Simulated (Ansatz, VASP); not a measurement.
K2HfSe3 in VASP and in Ansatz

```
K Hf Se
1.0
     4.06519    0.00000    0.00000
     0.00000    4.06519    0.00000
     0.00000    0.00000    9.52741
K Hf Se
2 1 3
Cartesian
  0.0000 2.0326 6.0798
  2.0326 0.0000 3.4476
  0.0000 0.0000 0.0000
  2.0326 2.0326 0.0000
  0.0000 2.0326 2.2850
  2.0326 0.0000 7.2424
```

Change from the starting cell: species swapped into the Zr2CuSb3 type (P-4m2, No. 115).

Alike in both runs: functional PBE; k mesh 10 × 10 × 4; occupations gaussian, width 0.1 eV; no spin polarisation.

Ansatz relaxed the structure, and its values are those at the end. VASP's run is a single point on that final structure, the one shown.

|  | VASP | Ansatz |
| --- | --- | --- |
| version | VASP 6.6.1 | Ansatz 0.2.0 |
| potentials or method | VASP PAW PBE potentials, release 64 (K_sv, Hf_pv, Se), cutoff 520 eV | scalar-relativistic, plane waves, PAW |
| valence electrons in the cell | 46 | 92 |

```csv
,VASP,Ansatz,Ansatz less VASP
gap on the k mesh at the Fermi level (eV),none,none,-
pressure (GPa),-0.1,0.0,+0.08
rms of the force components (eV/Å),0.011,0.001,-0.0107
```

A gap of «none» marks a metal or a gap that the smearing closes. VASP's potentials hold 46 valence electrons a cell and Ansatz's 92, so a difference there can come from the potentials and not from the codes.

Neither program's run includes spin-orbit coupling.
